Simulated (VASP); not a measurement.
Set up this calculation in VASP 6.6.1, as the native input.

* Task: single point
* Functional: PBEsol
* Potentials or basis: VASP PAW PBE potentials, release 64 (Be, S)
* Cutoff: 520 eV
* k mesh: 8 × 8 × 8
* Occupations: gaussian, width 0.01 eV
* Spin: no spin polarisation
* Dipole correction: no
* Further INCAR settings: ALGO = Normal; EDIFF = 1e-06; NBANDS = 11

The structure of BeS lies in POSCAR:

```
BeS
1.0
    2.3221970355      2.3221970355      0.0000000000
   -2.3221970355      2.3221970355      0.0000000000
    0.0000000000      2.3221970355      2.3221970355
Be S
1 1
Direct
    0.0000000000      0.0000000000      0.0000000000
    0.7500000000      0.2500000000      0.5000000000
```

The input as run:

INCAR

```
  ALGO = Normal
  EDIFF = 1E-6
  ENCUT = 520
  GGA = PS
  ISIF = 2
  ISMEAR = 0
  LASPH = T
  LCHARG = F
  LREAL = F
  LWAVE = F
  NBANDS = 11
  NELM = 100
  PREC = Accurate
  SIGMA = 0.01
```

KPOINTS

```
k-points
0
Gamma
  8 8 8
```

Potentials or basis: VASP PAW PBE potentials, release 64 (Be, S).

Command:

```console
$ cat potpaw_PBE.64/Be/POTCAR potpaw_PBE.64/S/POTCAR > POTCAR
$ mpirun -np 1 vasp_std > vasp.out
```

Results of the run:

| Quantity | Value |
| --- | --- |
| Pressure | 15.2 GPa |
| Band gap on the k mesh | 2.60 eV, indirect (least direct gap 5.51 eV) |

Caveat: the PAW data sets were made with another functional, which shifts forces and pressure a little.

It took 5.1 s on 1 thread of Intel(R) Xeon(R) Platinum 8259CL CPU @ 2.50GHz (Skylake/Cascade Lake), with other jobs on the host, peak memory 0.13 GiB.
